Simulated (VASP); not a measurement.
# HPt6 in VASP: notebook, part 2 of 2

VASP 6.6.1. The steps go on from the part before.

## Step 3: Single point, PBE

INCAR

```
SYSTEM = HPt6
PREC = Accurate
ENCUT = 520
EDIFF = 1E-6
ISMEAR = 0
SIGMA = 0.1
LREAL = .FALSE.
LASPH = .TRUE.
NELM = 100
ALGO = Normal
ISIF = 2
LWAVE = .FALSE.
LCHARG = .FALSE.
LDIPOL = .TRUE.
IDIPOL = 3
DIPOL = 0.5 0.5 0.293
GGA = PE
NBANDS = 74
```

KPOINTS

```
Automatic mesh
0
G
  5 5 1
  0 0 0
```

POSCAR

```
HPt6
1.0
    5.6143281343      0.0000000000      0.0000000000
    0.0000000000      5.6143281343      0.0000000000
    0.0000000000      0.0000000000     21.8513792319
Pt H
12 2
Direct
    0.2500000000      0.2500000000      0.1830548066
    0.2500000000      0.7500000000      0.1830548066
    0.7500000000      0.2500000000      0.1830548066
    0.7500000000      0.7500000000      0.1830548066
    0.0000000000      0.0000000000      0.2712126041
    0.0000000000      0.5000000000      0.2712126041
    0.5000000000      0.0000000000      0.2712126041
    0.5000000000      0.5000000000      0.2712126041
    0.2500000000      0.2500000000      0.3593081768
    0.2500000000      0.7500000000      0.3593081768
    0.7500000000      0.2500000000      0.3593081768
    0.7500000000      0.7500000000      0.3593081768
   -0.2360033059      0.0000000000      0.4238349961
    0.2360033059      0.0000000000      0.4238349961
```

Potentials or basis: VASP PAW PBE potentials, release 64 (Pt, H).

The run is started by

```bash
$ cat potpaw_PBE.64/Pt/POTCAR potpaw_PBE.64/H/POTCAR > POTCAR
$ mpirun -np 1 vasp_std > vasp.out
```

OUTCAR:

```text
SYSTEM = HPt6
   PREC = Accurate
   ENCUT = 520
   EDIFF = 1E-6
   ISMEAR = 0
   LREAL = .FALSE.
   LASPH = .TRUE.
   NELM = 100
   ISIF = 2
   GGA = PE

 ion  position               nearest neighbor table
   1  0.250  0.250  0.183-   5 2.77   6 2.77   7 2.77   8 2.77   2 2.81   3 2.81   2 2.81   3 2.81

   2  0.250  0.750  0.183-   5 2.77   6 2.77   7 2.77   8 2.77   1 2.81   4 2.81   1 2.81   4 2.81

   3  0.750  0.250  0.183-   5 2.77   6 2.77   7 2.77   8 2.77   1 2.81   4 2.81   4 2.81   1 2.81
[... 4 lines left out ...]
                             6 2.81   7 2.81   6 2.81   7 2.81
   6  0.000  0.500  0.271-   9 2.77  10 2.77  11 2.77  12 2.77   1 2.77   2 2.77   3 2.77   4 2.77
                             5 2.81   8 2.81   5 2.81   8 2.81
   7  0.500  0.000  0.271-   9 2.77  10 2.77  11 2.77  12 2.77   1 2.77   2 2.77   3 2.77   4 2.77
                             5 2.81   8 2.81   8 2.81   5 2.81
   8  0.500  0.500  0.271-   9 2.77  10 2.77  11 2.77  12 2.77   1 2.77   2 2.77   3 2.77   4 2.77
                             6 2.81   7 2.81   7 2.81   6 2.81
   9  0.250  0.250  0.359-  14 1.99   6 2.77   7 2.77   8 2.77   5 2.77  11 2.81  10 2.81  10 2.81
                            11 2.81
  10  0.250  0.750  0.359-  14 1.99   6 2.77   7 2.77   8 2.77   5 2.77  12 2.81   9 2.81   9 2.81
                            12 2.81
  11  0.750  0.250  0.359-  13 1.99   6 2.77   7 2.77   8 2.77   5 2.77  12 2.81   9 2.81  12 2.81
                             9 2.81
  12  0.750  0.750  0.359-  13 1.99   6 2.77   7 2.77   8 2.77   5 2.77  11 2.81  10 2.81  11 2.81
                            10 2.81
  13  0.764  0.000  0.424-  11 1.99  12 1.99
  14  0.236  0.000  0.424-   9 1.99  10 1.99

  LATTYP: Found a simple tetragonal cell.
 ALAT       =     5.6143281343
 C/A-ratio  =     3.8920737636

  Lattice vectors:

 A1 = (   5.6143281343,   0.0000000000,   0.0000000000)
 A2 = (   0.0000000000,   5.6143281343,   0.0000000000)
 A3 = (   0.0000000000,   0.0000000000,  21.8513792319)

Analysis of symmetry for initial positions (statically):
=====================================================================
[... 179 lines left out ...]
  ext. energy  EPLUGINS =         0.00000000
  ---------------------------------------------------
  free energy    TOTEN  =       -73.19513117 eV

  energy without entropy =      -73.05563341  energy(sigma->0) =      -73.12538229

 E-fermi :  -1.1681     XC(G=0):  -4.5519

 val. band max:       -1.1710058065   @ k =   0.0000   0.2000   0.0000
 cond. band min:      -1.1494516068   @ k =   0.0000   0.4000   0.0000
 fundamental gap:      0.0215541997
 Fermi energy:        -1.1680795072

 k-point     1 :       0.0000    0.0000    0.0000
  band No.  band energies     occupation
      1     -10.1289      2.00000
      2      -7.9762      2.00000
      3      -7.6511      2.00000
      4      -7.6482      2.00000
      5      -7.6235      2.00000
      6      -7.4051      2.00000
[... 673 lines left out ...]
     72       2.7639      0.00000
     73       3.3308      0.00000
 [bands above 73 left out]

------------------------ aborting loop because EDIFF is reached ----------------------------------------

 vacuum level on the upper side and lower side of the slab       (xc-potential included)        -0.156        -0.110

  FORCE on cell =-STRESS in cart. coord.  units (eV):
  Direction    XX          YY          ZZ          XY          YZ          ZX
  --------------------------------------------------------------------------------------
  -------------------------------------------------------------------------------------
  Total      -10.8082468    -15.6181347     -2.9503099      0.0000000      0.0000000      0.0000000
  in kB      -25.1415123    -36.3299926     -6.8628386      0.0000000      0.0000000      0.0000000
  external PRESSURE =     -22.7781145 kB  Pullay stress =       0.0000000 kB

 VOLUME and BASIS-vectors are now :
 -----------------------------------------------------------------------------
  energy-cutoff  :      520.00
  volume of cell :      688.77
      direct lattice vectors                 reciprocal lattice vectors
     5.614328134  0.000000000  0.000000000     0.178115703  0.000000000  0.000000000
     0.000000000  5.614328134  0.000000000     0.000000000  0.178115703  0.000000000
     0.000000000  0.000000000 21.851379232     0.000000000  0.000000000  0.045763702

 POSITION                                       TOTAL-FORCE (eV/Angst)
 -----------------------------------------------------------------------------------
      1.40358      1.40358      4.00000        -0.002151      0.052089     -0.058479
      1.40358      4.21075      4.00000        -0.002151     -0.052089     -0.058479
      4.21075      1.40358      4.00000         0.002151      0.052089     -0.058479
      4.21075      4.21075      4.00000         0.002151     -0.052089     -0.058479
      0.00000      0.00000      5.92637         0.000000     -0.000000     -0.409207
      0.00000      2.80716      5.92637         0.000000     -0.000000      0.024340
      2.80716      0.00000      5.92637         0.000000     -0.000000     -0.395383
      2.80716      2.80716      5.92637         0.000000     -0.000000      0.107689
      1.40358      1.40358      7.85138        -0.040334     -0.444911      1.107534
      1.40358      4.21075      7.85138        -0.040334      0.444911      1.107534
      4.21075      1.40358      7.85138         0.040334     -0.444911      1.107534
      4.21075      4.21075      7.85138         0.040334      0.444911      1.107534
      4.28933      0.00000      9.26138        -0.146297     -0.000000     -1.761829
      1.32500      0.00000      9.26138         0.146297     -0.000000     -1.761829
 -----------------------------------------------------------------------------------
    total drift:                                0.000000      0.000000     -0.000176

  FREE ENERGIE OF THE ION-ELECTRON SYSTEM (eV)
  ---------------------------------------------------
  free  energy   TOTEN  =       -73.1951311717 eV

  energy  without entropy=      -73.0556334140  energy(sigma->0) =      -73.12538229

 vacuum level on the upper side and lower side of the slab         4.332         4.376
```

OSZICAR:

```text
N       E                     dE             d eps       ncg     rms          rms(c)
DAV:   1     0.844380626052E+03    0.84438E+03   -0.50239E+04  1332   0.135E+03
DAV:   2    -0.257934596058E+01   -0.84696E+03   -0.78228E+03  1648   0.263E+02
DAV:   3    -0.750535321209E+02   -0.72474E+02   -0.66614E+02  1608   0.726E+01
[... 24 lines left out ...]
DAV:  28    -0.731951246948E+02   -0.51298E-05   -0.13751E-07   814   0.161E-03    0.983E-04
DAV:  29    -0.731951279447E+02   -0.32499E-05   -0.20767E-07   870   0.889E-04    0.897E-04
DAV:  30    -0.731951294720E+02   -0.15273E-05   -0.45656E-08   826   0.485E-04    0.584E-04
DAV:  31    -0.731951306629E+02   -0.11909E-05   -0.57506E-08   818   0.673E-04    0.199E-04
DAV:  32    -0.731951311717E+02   -0.50879E-06   -0.19119E-08   792   0.283E-04
   1 F= -.73195131E+02 E0= -.73125382E+02  d E =-.139498E+00
```

It took 28 min on 1 thread of Oxide Virtual Turin-like, shared host; peak memory 0.75 GiB.

What came out:

- Free energy: -73.1951 eV
- Largest force: 1.768 eV/Å
- Band gap on the k mesh: zero (band 61 reaches -0.83 eV, above the bottom of band 62 at -1.25 eV)

Forces in eV/Å, atoms in the order of the input:
```
Pt  -0.002  0.052 -0.058
Pt  -0.002 -0.052 -0.058
Pt   0.002  0.052 -0.058
Pt   0.002 -0.052 -0.058
Pt   0.000  0.000 -0.409
Pt   0.000  0.000  0.024
Pt   0.000  0.000 -0.395
Pt   0.000  0.000  0.108
Pt  -0.040 -0.445  1.108
Pt  -0.040  0.445  1.108
Pt   0.040 -0.445  1.108
Pt   0.040  0.445  1.108
H   -0.146  0.000 -1.762
H    0.146  0.000 -1.762
```

Caveat: spin-orbit coupling is left out, which moves the levels of the heavy elements.

## Step 4: Single point, PBE

INCAR

```
SYSTEM = HPt6
PREC     = Accurate       ! precision mode
ENCUT    = 520            ! plane-wave cutoff, eV
EDIFF    = 1E-6           ! SCF threshold, eV
ISMEAR   = 0              ! smearing method
SIGMA    = 0.1            ! smearing width, eV
LREAL    = .FALSE.        ! projectors in reciprocal space
LASPH    = .TRUE.         ! aspherical terms in the spheres
NELM     = 100            ! most SCF steps
ALGO     = Normal         ! electronic algorithm
ISIF     = 2              ! what is computed and relaxed
LWAVE    = .FALSE.        ! write WAVECAR
LCHARG   = .TRUE.         ! write CHGCAR
LDIPOL   = .TRUE.       
IDIPOL   = 3            
DIPOL    = 0.5 0.5 0.293
GGA      = PE             ! functional
LELF     = .TRUE.         ! ELF
LVHAR    = .TRUE.       
LVACPOTAV= .TRUE.       
NBANDS   = 74             ! bands
```

KPOINTS

```
regular mesh
0
G
  5 5 1
  0 0 0
```

POSCAR, as its differences from that of step 3:

```diff
@@ -20,3 +20,3 @@
     0.7500000000      0.7500000000      0.3593081768
-   -0.2360033059      0.0000000000      0.4238349961
-    0.2360033059      0.0000000000      0.4238349961
+   -0.0818441653      0.0000000000      0.4238349961
+    0.0818441653      0.0000000000      0.4238349961
```

The run is started by

```bash
$ cat potpaw_PBE.64/Pt/POTCAR potpaw_PBE.64/H/POTCAR > POTCAR
$ mpirun -np 1 vasp_std > vasp.out
```

Wall time 29 min (1 thread of Oxide Virtual Turin-like, shared host); peak memory 0.76 GiB.

It converged, with:

```yaml
Free_energy: -72.3781 eV
Largest_force: 0.342 eV/Å
Band_gap_on_the_k_mesh: zero (band 61 reaches -0.89 eV, above the bottom of band 62 at -1.11 eV)
```

Forces on the atoms (eV/Å):
```
Pt   0.029  0.045 -0.025
Pt   0.029 -0.045 -0.025
Pt  -0.029  0.045 -0.025
Pt  -0.029 -0.045 -0.025
Pt   0.000  0.000 -0.275
Pt   0.000  0.000 -0.204
Pt   0.000  0.000 -0.227
Pt   0.000  0.000  0.084
Pt   0.048  0.029  0.337
Pt   0.048 -0.029  0.337
Pt  -0.048  0.029  0.337
Pt  -0.048 -0.029  0.337
H   -0.092  0.000 -0.314
H    0.092  0.000 -0.314
```

Levels at points of the mesh, in eV from the Fermi level:
| k point | band 57 | band 58 | band 59 | band 60 | band 61 | band 62 | band 63 | band 64 | band 65 | band 66 |
| --- | --- | --- | --- | --- | --- | --- | --- | --- | --- | --- |
| (0.00, 0.00, 0.00) | 0.01 | 0.06 | 0.10 | 0.10 | 0.15 | 0.34 | 0.72 | 0.76 | 0.85 | 1.25 |

Caveat: spin-orbit coupling is left out, which moves the levels of the heavy elements.
